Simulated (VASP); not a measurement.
BeS:

```xyz
8
Lattice="5.3803 0.0000 0.0000 0.0000 5.3803 0.0000 0.0000 0.0000 2.9372" Properties=species:S:1:pos:R:3 pbc="T T T"
Be    3.6008    3.6008    1.4686
Be    0.9106    4.4698    0.7343
Be    1.7796    1.7796    0.0000
Be    4.4698    0.9106    2.2029
S     4.4698    4.4698    0.0000
S     1.7796    3.6008    2.2029
S     0.9106    0.9106    1.4686
S     3.6008    1.7796    0.7343
```

The cell was generated, and may not be a known phase.

| Property | Result |
| --- | --- |
| Program | VASP 6.6.1 |
| Task | relaxation of cell and atoms |
| Functional | PBE |
| Potentials or basis | VASP PAW PBE potentials, release 64 (Be, S) |
| Cutoff | 600 eV |
| k mesh | 4 × 4 × 6 |
| Occupations | gaussian, width 0.1 eV |
| Spin | no spin polarisation |

At the start: pressure 51.8 GPa; volume 10.63 Å³/atom.

Where does the relaxation end?

Over 6 steps the energy falls by 502.3 meV/atom and the volume is 14.57 Å³/atom (+37.1 %); space group P4_12_12 (No. 92, to 0.1 Å) before and after.

The path:
| step | energy change (eV) | largest force (eV/Å) | pressure (GPa) | volume (Å³) |
| --- | --- | --- | --- | --- |
| 1 | 0.0000 | 0.4606 | 51.83 | 85.03 |
| 2 | -3.2838 | 0.0798 | -10.33 | 134.64 |
| 3 | -3.9999 | 0.1612 | 0.49 | 115.40 |
| 4 | -4.0001 | 0.1570 | -0.04 | 116.07 |
| 5 | -4.0168 | 0.0327 | -0.13 | 116.45 |
| 6 | -4.0180 | 0.0108 | -0.14 | 116.58 |

Final structure:
```cif
data_structure
_symmetry_space_group_name_H-M 'P 1'
_symmetry_Int_Tables_number 1
_cell_length_a 5.9462
_cell_length_b 5.9462
_cell_length_c 3.2972
_cell_angle_alpha 90.000
_cell_angle_beta 90.000
_cell_angle_gamma 90.000
_cell_volume 116.58
loop_
_atom_site_label
_atom_site_type_symbol
_atom_site_fract_x
_atom_site_fract_y
_atom_site_fract_z
_atom_site_occupancy
Be1 Be 0.67028 0.67028 0.50000 1
Be2 Be 0.17028 0.82972 0.25000 1
Be3 Be 0.32972 0.32972 0.00000 1
Be4 Be 0.82972 0.17028 0.75000 1
S1 S 0.82753 0.82753 0.00000 1
S2 S 0.32753 0.67247 0.75000 1
S3 S 0.17247 0.17247 0.50000 1
S4 S 0.67247 0.32753 0.25000 1
```

Caveat: the volume moved by over 15 % at a fixed basis, so the end points are rough.
